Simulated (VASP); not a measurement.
A run of VASP 6.6.1 is set up as follows.

INCAR

```
PREC = Accurate ; ENCUT = 520
EDIFF = 1E-6 ; ISMEAR = -1
SIGMA = 0.02 ; LREAL = False
LASPH = True ; NELM = 60
ALGO = Normal ; ISIF = 2
LWAVE = False ; LCHARG = False
GGA = PE ; NBANDS = 26
```

File KPOINTS:

```
regular mesh
0
Gamma
  8 8 8
```

The input POSCAR:

```
NbP
1.0
   -1.6725842990      1.6725842990      5.7225278327
    1.6725842990     -1.6725842990      5.7225278327
    1.6725842990      1.6725842990     -5.7225278327
Nb P
2 2
Direct
    0.7499687201      0.7499687201      0.0000000000
    0.4999687201      0.9999687201      0.5000000000
    0.3326598549      0.3326598549      0.0000000000
    0.0826598549      0.5826598549      0.5000000000
```

Potentials or basis: VASP PAW PBE potentials, release 64 (Nb_sv, P).

The run is started by

```bash
$ cat potpaw_PBE.64/Nb_sv/POTCAR potpaw_PBE.64/P/POTCAR > POTCAR
$ mpirun -np 1 vasp_std > vasp.out
```

(1) Predict the band gap on the k mesh.

(2) Estimate the largest force.

(3) Estimate the pressure.

Results:

(1) zero (band 18 reaches 10.63 eV, above the bottom of band 19 at 10.59 eV).

(2) 0.009 eV/Å.

(3) -0.3 GPa.
